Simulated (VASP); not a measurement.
## Al: single point with PBE

Crystal: Al.

```
CELL_PARAMETERS angstrom
1.60099 -5.07867 0.00000
1.60099 5.07867 0.00000
0.00000 0.00000 4.23706
ATOMIC_POSITIONS crystal
Al 0.09800 0.90200 0.91000
Al 0.59800 0.40200 0.59000
Al 0.90200 0.09800 0.09000
Al 0.40200 0.59800 0.41000
```

```json
{
 "Program": "VASP 6.6.1",
 "Task": "single point",
 "Functional": "PBE",
 "Potentials or basis": "VASP PAW PBE potentials, release 64 (Al)",
 "Cutoff": "500 eV",
 "k mesh": "6 × 6 × 4",
 "Occupations": "gaussian, width 0.1 eV",
 "Spin": "no spin polarisation"
}
```

```
Pressure               : 46.9 GPa
Largest force          : 7.658 eV/Å
Band gap on the k mesh : zero (band 6 reaches 9.63 eV, above the bottom of band 7 at 6.00 eV)
```

Forces in eV/Å, atoms in the order of the input:
```
Al   0.000 -4.993  5.806
Al   0.000 -4.993 -5.806
Al   0.000  4.993 -5.806
Al   0.000  4.993  5.806
```

Stress tensor (GPa, compression positive):
```
56.83  0.00  0.00
 0.00 38.31  0.00
 0.00  0.00 45.56
```

Levels at points of the mesh, in eV from the Fermi level:
| k point | band 2 | band 3 | band 4 | band 5 | band 6 | band 7 | band 8 | band 9 | band 10 | band 11 |
| --- | --- | --- | --- | --- | --- | --- | --- | --- | --- | --- |
| (0.00, 0.00, 0.00) | -6.12 | -4.33 | -2.91 | -2.42 | 1.63 | 1.78 | 2.68 | 2.84 | 3.45 | 3.70 |
| (0.50, 0.00, 0.00) | -7.41 | -3.96 | -3.96 | -0.44 | -0.44 | 0.55 | 0.55 | 2.06 | 2.06 | 4.27 |
| (0.50, 0.50, 0.00) | -8.23 | -2.74 | -2.47 | -1.34 | 0.26 | 1.29 | 2.26 | 2.99 | 3.27 | 4.65 |
| (0.00, 0.00, 0.50) | -9.20 | -3.44 | -3.44 | -2.01 | -2.01 | 2.95 | 2.95 | 5.01 | 5.01 | 5.81 |
| (0.50, 0.00, 0.50) | -5.77 | -5.43 | -5.43 | -1.87 | -1.87 | -1.16 | -1.16 | 2.87 | 2.87 | 4.26 |
| (0.50, 0.50, 0.50) | -8.79 | -5.75 | -5.75 | 2.47 | 2.47 | 2.74 | 2.74 | 4.18 | 4.18 | 5.55 |

It took 32 s on 1 thread of Intel(R) Xeon(R) Platinum 8488C (Sapphire Rapids), on a shared host, peak memory 0.2 GiB.

Caveat: the k points lie up to 0.37 Å⁻¹ apart; forces of over 1 eV/Å act on the atoms, so gaps and moduli don't describe the material at rest.
